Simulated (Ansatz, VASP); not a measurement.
## Two plane-wave programs on BN

INCAR

```
SYSTEM = BN
ALGO = Normal
EDIFF = 1E-6
ENCUT = 520
GGA = PE
ISIF = 2
ISMEAR = 0
LASPH = .True.
LCHARG = .False.
LREAL = .False.
LWAVE = .False.
NBANDS = 11
NELM = 60
PREC = Accurate
SIGMA = 0.05
```

The input KPOINTS:

```
k-points
0
Gamma
  12 12 12
  0 0 0
```

Contents of POSCAR:

```
BN
1.0
    0.0000000000      2.0129306366      1.7402357021
    1.7402357021      0.0000000000      1.7402357021
    1.7402357021      2.0129306366      0.0000000000
B N
1 1
Direct
    0.0000000000      0.0000000000      0.0000000000
    0.7500000000      0.7500000000      0.7500000000
```

Input for Ansatz:

```yaml
crystal:
  lattice:
    - [0.0, 2.0129306366, 1.7402357021]
    - [1.7402357021, 0.0, 1.7402357021]
    - [1.7402357021, 2.0129306366, 0.0]
  atoms:
    - { symbol: B, position: [0.0, 0.0, 0.0] }
    - { symbol: "N", position: [0.75, 0.75, 0.75] }
basis:
  ecutwfc: 520.0
kpoints:
  mp_grid: { grid: [12, 12, 12] }
hamiltonian:
  xc: pbe
scf:
  occupations: { method: gaussian, width: 0.05 }
output:
  forces: true
  stress: true
  eigenvalues: true
```

Alike in both runs: task single point; functional PBE; k mesh 12 × 12 × 12; occupations gaussian, width 0.05 eV; no spin polarisation.

```csv
,VASP,Ansatz
version,VASP 6.6.1,Ansatz 0.2.0
potentials or method,"VASP PAW PBE potentials, release 64 (B, N), cutoff 520 eV","scalar-relativistic, plane waves, PAW"
valence electrons in the cell,8,8
```

|  | VASP | Ansatz | Ansatz less VASP |
| --- | --- | --- | --- |
| gap on the k mesh at the Fermi level (eV) | 3.13 | 3.14 | +0.011 |
| least direct gap on the mesh (eV) | 7.38 | 7.38 | +0.005 |
| pressure (GPa) | -8.1 | -8.2 | -0.13 |
| traceless stress, the component that is largest in VASP (GPa) | -69.40 | -69.36 | +0.042 |
